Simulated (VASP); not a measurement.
# CaSe (Fm-3m) in VASP: a series of runs

The runs below take CaSe through single point, relaxation of cell and atoms, with PBEsol.

All numbers are computed with VASP 6.6.1; they aren't measurements. Logs are shortened: lines on timing, memory, paths and dates and some standing lists are left out, and cuts for length are marked.

**1. The cell of the first run**

The structure is cubic, space group Fm-3m (No. 225). The conventional cell has a = 5.686 Å, b = 5.686 Å, c = 5.686 Å, α = 90.00°, β = 90.00°, γ = 90.00°. Ca (site symmetry m-3m) has 6 Se at 2.84 Å within 3.7 Å. Se (site symmetry m-3m) has 6 Ca at 2.84 Å within 3.7 Å.

**2. Single point, PBEsol**

The input, INCAR:

```
SYSTEM = CaSe
PREC = Accurate
ENCUT = 520
EDIFF = 1E-6
ISMEAR = 0
SIGMA = 0.01
LREAL = .False.
LASPH = .True.
NELM = 100
ALGO = Normal
ISIF = 2
LWAVE = .False.
LCHARG = .False.
GGA = PS
NBANDS = 15
```

The input, KPOINTS:

```
Automatic mesh
0
Gamma
  8 8 8
  0 0 0
```

The input, POSCAR:

```
CaSe
1.0
    0.0000000000      2.8429626666      2.8429626666
    2.8429626666      0.0000000000      2.8429626666
    2.8429626666      2.8429626666      0.0000000000
Ca Se
1 1
Direct
    0.0000000000      0.0000000000      0.0000000000
    0.5000000000      0.5000000000      0.5000000000
```

Potentials or basis: VASP PAW PBE potentials, release 64 (Ca_sv, Se).

The run is started by

```sh
$ cat potpaw_PBE.64/Ca_sv/POTCAR potpaw_PBE.64/Se/POTCAR > POTCAR
$ mpirun -np 1 vasp_std > vasp.out
```

OUTCAR:

```text
SYSTEM = CaSe
   PREC = Accurate
   ENCUT = 520
   EDIFF = 1E-6
   ISMEAR = 0
   LREAL = .False.
   LASPH = .True.
   NELM = 100
   ISIF = 2
   GGA = PS

 ion  position               nearest neighbor table
   1  0.000  0.000  0.000-   2 2.84   2 2.84   2 2.84   2 2.84   2 2.84   2 2.84
   2  0.500  0.500  0.500-   1 2.84   1 2.84   1 2.84   1 2.84   1 2.84   1 2.84

  LATTYP: Found a face centered cubic cell.
 ALAT       =     5.6859253332

  Lattice vectors:

 A1 = (   0.0000000000,   2.8429626666,   2.8429626666)
 A2 = (   2.8429626666,   0.0000000000,   2.8429626666)
 A3 = (   2.8429626666,   2.8429626666,   0.0000000000)

Analysis of symmetry for initial positions (statically):
=====================================================================
 Subroutine PRICEL returns:
 Original cell was already a primitive cell.

 Routine SETGRP: Setting up the symmetry group for a
 face centered cubic supercell.

 Subroutine GETGRP returns: Found 48 space group operations
 (whereof 48 operations were pure point group operations)
 out of a pool of 48 trial point group operations.

The static configuration has the point symmetry O_h .

Analysis of symmetry for dynamics (positions and initial velocities):
=====================================================================
 Subroutine PRICEL returns:
 Original cell was already a primitive cell.

 Routine SETGRP: Setting up the symmetry group for a
 face centered cubic supercell.

 Subroutine GETGRP returns: Found 48 space group operations
 (whereof 48 operations were pure point group operations)
 out of a pool of 48 trial point group operations.

The dynamic configuration has the point symmetry O_h .

 Subroutine INISYM returns: Found 48 space group operations
 (whereof 48 operations are pure point group operations),
 and found     1 'primitive' translations

----------------------------------------------------------------------------------------

                                     Primitive cell

  volume of cell :      45.9561

  direct lattice vectors                    reciprocal lattice vectors
     0.000000000  2.842962667  2.842962667    -0.175872869  0.175872869  0.175872869
     2.842962667  0.000000000  2.842962667     0.175872869 -0.175872869  0.175872869
     2.842962667  2.842962667  0.000000000     0.175872869  0.175872869 -0.175872869

  length of vectors
     4.020556360  4.020556360  4.020556360     0.304620744  0.304620744  0.304620744

  position of ions in fractional coordinates (direct lattice)
     0.000000000  0.000000000  0.000000000
     0.500000000  0.500000000  0.500000000

  ion indices of the primitive-cell ions
   primitive index   ion index
                 1           1
                 2           2

----------------------------------------------------------------------------------------

 KPOINTS: Automatic mesh

Automatic generation of k-mesh.
 Grid dimensions read from file:
 generate k-points for:    8    8    8

 Generating k-lattice:

  Cartesian coordinates                     Fractional coordinates (reciprocal lattice)
    -0.021984109  0.021984109  0.021984109     0.125000000  0.000000000  0.000000000
     0.021984109 -0.021984109  0.021984109     0.000000000  0.125000000  0.000000000
     0.021984109  0.021984109 -0.021984109     0.000000000  0.000000000  0.125000000

  Length of vectors
     0.038077593  0.038077593  0.038077593

  Shift w.r.t. Gamma in fractional coordinates (k-lattice)
     0.000000000  0.000000000  0.000000000

 Subroutine IBZKPT returns following result:
 ===========================================

 Found     29 irreducible k-points:

 Following reciprocal coordinates:
            Coordinates               Weight
  0.000000  0.000000  0.000000      1.000000
  0.125000  0.000000  0.000000      8.000000
  0.250000  0.000000  0.000000      8.000000
  0.375000  0.000000  0.000000      8.000000
  0.500000  0.000000  0.000000      4.000000
  0.125000  0.125000  0.000000      6.000000
[... 16 lines left out ...]
  0.500000  0.250000  0.125000     48.000000
 -0.375000  0.250000  0.125000     24.000000
 [... further k-points ...]
   k-points           NKPTS =     29   k-points in BZ     NKDIM =     29   number of bands    NBANDS=     15
   number of dos      NEDOS =    301   number of ions     NIONS =      2
   total plane-waves  NPLWV =  27000
   dimension x,y,z NGX =    30 NGY =   30 NGZ =   30
   dimension x,y,z NGXF=    60 NGYF=   60 NGZF=   60
   ions per type =               1   1
   NGX,Y,Z   is equivalent  to a cutoff of  12.40, 12.40, 12.40 a.u.
   NGXF,Y,Z  is equivalent  to a cutoff of  24.81, 24.81, 24.81 a.u.
 SYSTEM =  CaSe
   PREC   = accura    normal or accurate (medium, high low for compatibility)
   ISTART =      0    job   : 0-new  1-cont  2-samecut
   ICHARG =      2    charge: 1-file 2-atom 10-const
   ISPIN  =      1    spin polarized calculation?
   LNONCOLLINEAR =      F non collinear calculations
   LSORBIT =      F    spin-orbit coupling
   LASPH  =      T    aspherical Exc in radial PAW
   ENCUT  =  520.0 eV  38.22 Ry    6.18 a.u.   7.48  7.48  7.48*2*pi/ulx,y,z
   NELM   =    100;   NELMIN=  2; NELMDL= -5     # of ELM steps
   EDIFF  = 0.1E-05   stopping-criterion for ELM
   LREAL  =      F    real-space projection
   EDIFFG = 0.1E-04   stopping-criterion for IOM
   NSW    =      0    number of steps for IOM
   IBRION =     -1    ionic relax: 0-MD 1-quasi-New 2-CG
   NFREE  =      0    steps in history (QN), initial steepest desc. (CG)
   ISIF   =      2    stress and relaxation
   ISYM   =      2    0-nonsym 1-usesym 2-fastsym
   POTIM  = 0.5000    time-step for ionic-motion
   TEBEG  =    0.0;   TEEND  =   0.0 temperature during run
   PSTRESS=    0.0 pullay stress
   NELECT =      16.0000    total number of electrons
   NUPDOWN=      -1.0000    fix difference up-down
   EMIN   =  10.00;   EMAX   =-10.00  energy-range for DOS
   EFERMI =   0.00;   METHOD = LEGACY
   ISMEAR =     0;   SIGMA  =   0.01  broadening in eV -4-tet -1-fermi 0-gaus
   EFERMI_NEDOS =   21; number of points for ismear=-14 and -15
   IALGO  =     38    algorithm
   IMIX   =      4    mixing-type and parameters
     AMIX     =   0.40;   BMIX     =  1.00
     AMIX_MAG =   1.60;   BMIX_MAG =  1.00
  volume/ion in A,a.u.               =      22.98       155.06
  Fermi-wavevector in a.u.,A,eV,Ry     =   1.151685  2.176369 18.046470  1.326378
  Thomas-Fermi vector in A             =   2.288341
   LORBIT       =      0    0 simple, 1 ext, 2 COOP (PROOUT), +10 PAW based schemes
   GGA     = PS    functional components
   LHFCALC =     F    Hartree Fock is set to
   AEXX    =    0.0000 exact exchange contribution
   IVDW    =     0    specifies the selected vdW correction
   LEPSILON=     F    determine dielectric tensor
   LRPA    =     F    only Hartree local field effects (RPA)
 non-spin polarized calculation
 Gauss-broadening in eV      SIGMA  =   0.01
  energy-cutoff  :      520.00
  volume of cell :       45.96
 maximum number of plane-waves:      1254
 NGX is ok and might be reduce to    30
   NGX = 15   NGY = 15   NGZ = 15

 number of electron      16.0000004 magnetization

 Free energy of the ion-electron system (eV)
  ---------------------------------------------------
  ext. energy  EPLUGINS =         0.00000000
  ---------------------------------------------------
  free energy    TOTEN  =        -9.98699979 eV

  energy without entropy =       -9.98699979  energy(sigma->0) =       -9.98699979

 E-fermi :   3.2805     XC(G=0):  -9.8428

 val. band max:        3.2234857108   @ k =   0.0000   0.0000   0.0000
 cond. band min:       4.8061715610   @ k =   0.5000   0.5000   0.0000
 fundamental gap:      1.5826858502
 Fermi energy:         3.2805158565

 k-point     1 :       0.0000    0.0000    0.0000
  band No.  band energies     occupation
      1     -35.9903      2.00000
      2     -17.0892      2.00000
      3     -17.0892      2.00000
      4     -17.0892      2.00000
      5      -9.0544      2.00000
      6       3.2235      2.00000
      7       3.2235      2.00000
      8       3.2235      2.00000
      9       6.7762      0.00000
     10       6.7762      0.00000
     11       6.7762      0.00000
     12       7.0846      0.00000
     13       7.5055      0.00000
     14       7.5055      0.00000
     15      12.8952      0.00000

 k-point     2 :       0.1250    0.0000    0.0000
  band No.  band energies     occupation
      1     -35.9883      2.00000
      2     -17.1213      2.00000
      3     -17.0910      2.00000
      4     -17.0910      2.00000
      5      -8.9261      2.00000
      6       2.3392      2.00000
      7       2.9071      2.00000
      8       2.9071      2.00000
      9       6.8010      0.00000
     10       7.0297      0.00000
     11       7.0297      0.00000
     12       8.0135      0.00000
     13       8.0135      0.00000
     14       8.0375      0.00000
     15      13.2761      0.00000

 k-point     3 :       0.2500    0.0000    0.0000
  band No.  band energies     occupation
      1     -35.9835      2.00000
      2     -17.1967      2.00000
      3     -17.0953      2.00000
      4     -17.0953      2.00000
      5      -8.5988      2.00000
      6       0.9082      2.00000
      7       2.3278      2.00000
      8       2.3278      2.00000
      9       6.9060      0.00000
     10       7.6431      0.00000
     11       7.6431      0.00000
     12       9.2239      0.00000
     13       9.2239      0.00000
     14       9.5668      0.00000
     15      13.1888      0.00000
[... 343 lines left out ...]
 k-point    23 :       0.5000    0.2500    0.1250
  band No.  band energies     occupation
      1     -35.9761      2.00000
      2     -17.2426      2.00000
      3     -17.1430      2.00000
      4     -17.1119      2.00000
      5      -8.2219      2.00000
      6       0.0959      2.00000
      7       1.5031      2.00000
      8       1.8201      2.00000
      9       7.0284      0.00000
     10       8.6839      0.00000
     11       8.9768      0.00000
     12       9.2006      0.00000
     13       9.7120      0.00000
     14      11.6166      0.00000
     15      11.9265      0.00000

 k-point    24 :      -0.3750    0.2500    0.1250
  band No.  band energies     occupation
      1     -35.9745      2.00000
      2     -17.2580      2.00000
      3     -17.1459      2.00000
      4     -17.1176      2.00000
      5      -8.1263      2.00000
      6      -0.0700      2.00000
      7       1.2815      2.00000
      8       1.7141      2.00000
      9       7.7399      0.00000
     10       8.0549      0.00000
     11       9.2373      0.00000
     12       9.6468      0.00000
     13      10.0147      0.00000
     14      10.8859      0.00000
     15      12.6584      0.00000

 [... further k-points ...]

------------------------ aborting loop because EDIFF is reached ----------------------------------------

  FORCE on cell =-STRESS in cart. coord.  units (eV):
  Direction    XX          YY          ZZ          XY          YZ          ZX
  --------------------------------------------------------------------------------------
  -------------------------------------------------------------------------------------
  Total        1.8065980      1.8065980      1.8065980      0.0000000      0.0000000     -0.0000000
  in kB       62.9837690     62.9837690     62.9837690      0.0000000      0.0000000     -0.0000000
  external PRESSURE =      62.9837690 kB  Pullay stress =       0.0000000 kB

 VOLUME and BASIS-vectors are now :
 -----------------------------------------------------------------------------
  energy-cutoff  :      520.00
  volume of cell :       45.96
      direct lattice vectors                 reciprocal lattice vectors
     0.000000000  2.842962667  2.842962667    -0.175872869  0.175872869  0.175872869
     2.842962667  0.000000000  2.842962667     0.175872869 -0.175872869  0.175872869
     2.842962667  2.842962667  0.000000000     0.175872869  0.175872869 -0.175872869

 POSITION                                       TOTAL-FORCE (eV/Angst)
 -----------------------------------------------------------------------------------
      0.00000      0.00000      0.00000         0.000000     -0.000000     -0.000000
      2.84296      2.84296      2.84296        -0.000000      0.000000      0.000000
 -----------------------------------------------------------------------------------
    total drift:                               -0.000000      0.000000      0.000000

  FREE ENERGIE OF THE ION-ELECTRON SYSTEM (eV)
  ---------------------------------------------------
  free  energy   TOTEN  =        -9.9869997946 eV

  energy  without entropy=       -9.9869997946  energy(sigma->0) =       -9.98699979
```

It took 24 s on 1 thread of AMD EPYC 7R43 (Zen 3), shared host; peak memory 0.14 GiB.

Results:

| Property | Result |
| --- | --- |
| Free energy | -9.9870 eV |
| Pressure | 6.3 GPa |
| Band gap on the k mesh | 1.58 eV, indirect (least direct gap 2.64 eV) |

Caveat: the PAW data sets were made with another functional, which shifts forces and pressure a little.

**3. Relaxation of cell and atoms, PBEsol, target pressure 6 GPa, at which the enthalpy is minimised**

This run uses another cell than the first one, of 25.26 Å³/atom, 1.099 times its volume.

The input, INCAR:

```
SYSTEM = CaSe
PREC     = Accurate       ! precision mode
ENCUT    = 600            ! plane-wave cutoff, eV
EDIFF    = 1E-6           ! SCF threshold, eV
ISMEAR   = 0              ! smearing method
SIGMA    = 0.01           ! smearing width, eV
LREAL    = .FALSE.        ! projectors in reciprocal space
LASPH    = .TRUE.         ! aspherical terms in the spheres
NELM     = 80             ! most SCF steps
ALGO     = Normal         ! electronic algorithm
ISIF     = 3              ! what is computed and relaxed
LWAVE    = .FALSE.        ! write WAVECAR
LCHARG   = .FALSE.        ! write CHGCAR
GGA      = PS             ! functional
IBRION   = 2              ! ionic algorithm
NSW      = 80             ! ionic steps
EDIFFG   = -0.001         ! ionic threshold
PSTRESS  = 60.0
```

The input, KPOINTS:

```
Automatic mesh
0
G
  8 8 8
  0 0 0
```

The input, POSCAR:

```
CaSe
1.0
    0.0000000000      2.9340777040      2.9340777040
    2.9340777040      0.0000000000      2.9340777040
    2.9340777040      2.9340777040      0.0000000000
Ca Se
1 1
Direct
    0.0000000000      0.0000000000      0.0000000000
    0.5000000000      0.5000000000      0.5000000000
```

Potentials or basis: VASP PAW PBE potentials, release 64 (Ca_sv, Se).

The run is started by

```sh
$ cat potpaw_PBE.64/Ca_sv/POTCAR potpaw_PBE.64/Se/POTCAR > POTCAR
$ mpirun -np 1 vasp_std > vasp.out
```

OUTCAR:

```text
SYSTEM = CaSe
   PREC = Accurate
   ENCUT = 600
   EDIFF = 1E-6
   ISMEAR = 0
   LREAL = .FALSE.
   LASPH = .TRUE.
   NELM = 80
   ISIF = 3
   GGA = PS
   IBRION = 2
   NSW = 80
   EDIFFG = -0.001
   PSTRESS = 60.0

 ion  position               nearest neighbor table
   1  0.000  0.000  0.000-   2 2.93   2 2.93   2 2.93   2 2.93   2 2.93   2 2.93
   2  0.500  0.500  0.500-   1 2.93   1 2.93   1 2.93   1 2.93   1 2.93   1 2.93

  LATTYP: Found a face centered cubic cell.
 ALAT       =     5.8681554080

  Lattice vectors:

 A1 = (   0.0000000000,   2.9340777040,   2.9340777040)
 A2 = (   2.9340777040,   0.0000000000,   2.9340777040)
 A3 = (   2.9340777040,   2.9340777040,   0.0000000000)

Analysis of symmetry for initial positions (statically):
=====================================================================
 Subroutine PRICEL returns:
 Original cell was already a primitive cell.

[... 222 lines left out ...]
      3     -16.6772      2.00000
      4     -16.6772      2.00000
      5      -8.8994      2.00000
      6       3.5485      2.00000
      7       3.5485      2.00000
      8       3.5485      2.00000
      9       7.0488      0.00000
     10       7.0488      0.00000
     11       7.0488      0.00000
     12       7.6604      0.00000
[... 382 lines left out ...]
--------------------------------------- Ionic step        3  -------------------------------------------

 number of electron      16.0000001 magnetization

 Free energy of the ion-electron system (eV)
  ---------------------------------------------------
  ext. energy  EPLUGINS =         0.00000000
  ---------------------------------------------------
  free energy    TOTEN  =        -9.99542787 eV

  energy without entropy =       -9.99542787  energy(sigma->0) =       -9.99542787

 E-fermi :   3.2616     XC(G=0):  -9.8240

 val. band max:        3.1895239877   @ k =   0.0000   0.0000   0.0000
 cond. band min:       4.7863192981   @ k =   0.5000   0.5000   0.0000
 fundamental gap:      1.5967953103
 Fermi energy:         3.2615991329

 k-point     1 :       0.0000    0.0000    0.0000
  band No.  band energies     occupation
      1     -36.0345      2.00000
      2     -17.1328      2.00000
      3     -17.1328      2.00000
      4     -17.1328      2.00000
      5      -9.0708      2.00000
      6       3.1895      2.00000
      7       3.1895      2.00000
      8       3.1895      2.00000
      9       6.7471      0.00000
     10       6.7471      0.00000
     11       6.7471      0.00000
     12       7.0246      0.00000
[... 378 lines left out ...]
  energy  without entropy=       -9.9954278670  energy(sigma->0) =       -9.99542787

  enthalpy is  TOTEN    =        -8.2670705146 eV   P V=        1.7283573525

 reached required accuracy - stopping structural energy minimisation
```

OSZICAR:

```text
N       E                     dE             d eps       ncg     rms          rms(c)
DAV:   1     0.114843655502E+03    0.11484E+03   -0.82577E+03   696   0.137E+03
DAV:   2    -0.462245132873E+01   -0.11947E+03   -0.11496E+03   772   0.301E+02
DAV:   3    -0.994548807993E+01   -0.53230E+01   -0.52728E+01   936   0.593E+01
[... 24 lines left out ...]
DAV:   3    -0.999430528355E+01    0.43179E-01   -0.25550E-01  1156   0.465E+00    0.510E-01
DAV:   4    -0.999384392733E+01    0.46136E-03   -0.82463E-03   852   0.123E+00    0.261E-01
DAV:   5    -0.999545952708E+01   -0.16156E-02   -0.22797E-03  1092   0.536E-01    0.440E-02
DAV:   6    -0.999540705360E+01    0.52473E-04   -0.30358E-04   896   0.192E-01    0.327E-02
DAV:   7    -0.999542884235E+01   -0.21789E-04   -0.75152E-05  1244   0.495E-02    0.722E-03
DAV:   8    -0.999542786704E+01    0.97531E-06   -0.25866E-06   920   0.111E-02
   3 F= -.82670705E+01 E0= -.82670705E+01  d E =-.844687E-01
```

It took 88 s on 1 thread of AMD EPYC 7R43 (Zen 3), shared host; peak memory 0.18 GiB.

Results:

| Quantity | Value |
| --- | --- |
| Free energy | -9.9954 eV |
| Relaxed volume | 23.08 Å³/atom |
| Relaxed cell | a = 4.026 Å, b = 4.026 Å, c = 4.026 Å, α = 60.00°, β = 60.00°, γ = 60.00° |
| Space group after relaxing (to 0.05 Å) | Fm-3m (No. 225) |
| Energy change on relaxing (the enthalpy is what falls) | +39.5 meV/atom |
| Ionic steps | 3 |
| Pressure after relaxing | 6.0 GPa |
| Band gap on the k mesh | 1.60 eV, indirect (least direct gap 2.65 eV) |

Step by step:
```tsv
step	energy change (eV)	largest force (eV/Å)	pressure (GPa)	volume (Å³)
1	0.0000	0.0000	0.23	50.52
2	0.1754	0.0000	9.63	44.16
3	0.0790	0.0000	6.00	46.15
```

Final structure:
```yaml
crystal:
  lattice:
    - [0.00000, 2.84700, 2.84700]
    - [2.84700, 0.00000, 2.84700]
    - [2.84700, 2.84700, 0.00000]
  atoms:
    - { symbol: Ca, position: [0.00000, 0.00000, 0.00000] }
    - { symbol: Se, position: [0.50000, 0.50000, 0.50000] }
```

Caveat: the cell is relaxed towards a set pressure, so the enthalpy falls and the energy may rise; the PAW data sets were made with another functional, which shifts forces and pressure a little. A k mesh can miss the band edges.
